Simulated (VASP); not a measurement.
Write the native input for VASP 6.6.1 that does the following.

| Item | Value |
| --- | --- |
| Task | single point |
| Functional | LDA |
| Potentials or basis | VASP PAW LDA potentials, release 64 (Zn) |
| Cutoff | 500 eV |
| k mesh | 10 × 10 × 10 |
| Occupations | fermi-dirac, width 0.15 eV |
| Spin | no spin polarisation |
| Dipole correction | no |
| Further INCAR settings | ALGO = Normal; EDIFF = 1e-06; NBANDS = 12 |

The structure of Zn lies in POSCAR:

```
Zn
1.0
    0.0000000000      2.0095949063      2.0095949063
    2.0095949063      0.0000000000      2.0095949063
    2.0095949063      2.0095949063      0.0000000000
Zn
1
Direct
    0.0000000000      0.0000000000      0.0000000000
```

The input as run:

INCAR

```
SYSTEM = Zn
PREC = Accurate ; ENCUT = 500
EDIFF = 1E-6 ; ISMEAR = -1
SIGMA = 0.15 ; LREAL = .FALSE.
LASPH = .TRUE. ; NELM = 120
ALGO = Normal ; ISIF = 2
LWAVE = .FALSE. ; LCHARG = .FALSE.
GGA = CA ; NBANDS = 12
GGA_COMPAT = .FALSE.
```

KPOINTS

```
Automatic mesh
0
G
  10 10 10
  0 0 0
```

Potentials or basis: VASP PAW LDA potentials, release 64 (Zn).

Command:

```console
$ cat potpaw_LDA.64/Zn/POTCAR > POTCAR
$ mpirun -np 1 vasp_std > vasp.out
```

Results of the run:

* Pressure: -10.9 GPa
* Band gap on the k mesh: zero (band 6 reaches 3.58 eV, above the bottom of band 7 at 0.83 eV)

It took 9.5 s on 1 thread of Intel Xeon 8259CL (shared host), peak memory 0.13 GiB.
